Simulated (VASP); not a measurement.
ScAl3N3:

```
Sc Al N
1.0
     3.29673   -3.18926    0.00000
     3.29673    3.18926    0.00000
    -3.12354    0.00000    4.42570
Sc Al N
1 3 3
Direct
  0.06051 0.06051 0.00241
  0.64266 0.64266 0.11808
  0.75601 0.31486 0.51983
  0.31486 0.75601 0.51983
  0.41104 0.94206 0.29988
  0.94206 0.41104 0.29988
  0.69872 0.69872 0.81219
```

The cell was generated, and may not be a known phase.

| Property | Result |
| --- | --- |
| Program | VASP 6.6.1 |
| Task | relaxation of cell and atoms |
| Functional | PBE |
| Potentials or basis | VASP PAW PBE potentials, release 64 (Sc_sv, Al, N) |
| Cutoff | 600 eV |
| k mesh | 4 × 4 × 4 |
| Occupations | gaussian, width 0.2 eV |
| Spin | no spin polarisation |

At the start: pressure 4.8 GPa; volume 13.29 Å³/atom.

Q: How do energy, volume and symmetry change on relaxing?

A: Over 18 steps the energy falls by 165.8 meV/atom and the volume is 13.04 Å³/atom (-1.9 %); space group Cm (No. 8, to 0.1 Å) before and after.

The path:
```tsv
step	energy change (eV)	largest force (eV/Å)	pressure (GPa)	volume (Å³)
1	0.0000	2.4661	4.80	93.06
2	-0.4874	1.2470	-4.52	98.51
3	-0.4892	1.1399	-4.05	98.14
4	-0.7365	1.1133	-0.05	94.88
5	-0.7949	1.2767	3.66	92.28
6	-0.9664	0.8688	1.52	92.72
7	-1.0489	0.5176	-1.19	93.28
8	-1.1013	0.3650	-0.08	92.32
9	-1.1100	0.3739	0.72	91.74
10	-1.1314	0.3101	-0.02	92.01
11	-1.1347	0.3278	-0.42	92.17
12	-1.1459	0.1556	-0.26	91.84
13	-1.1485	0.1158	-0.12	91.60
14	-1.1544	0.0888	0.21	91.29
15	-1.1554	0.1349	0.43	91.10
16	-1.1591	0.0996	0.12	91.22
17	-1.1594	0.1237	-0.02	91.27
18	-1.1606	0.0713	0.01	91.27
```

Final structure:
```
Sc Al N
1.0
     3.16048   -3.27647   -0.06356
     3.16048    3.27647   -0.06356
    -3.09270    0.00000    4.46937
Sc Al N
1 3 3
Direct
  0.06741 0.06741 0.02821
  0.56173 0.56173 0.04423
  0.81390 0.32372 0.55038
  0.32372 0.81390 0.55038
  0.46206 0.93136 0.30805
  0.93136 0.46206 0.30805
  0.66570 0.66570 0.78280
```

Caveat: the k points lie up to 0.39 Å⁻¹ apart in the final cell, too coarse for converged energies and pressures of a metal; an odd number of electrons without spin polarisation forces a metal; a magnetic or distorted state may lie lower; the relaxation stopped at a loose force limit of 0.08 eV/Å, so its end isn't a converged minimum.
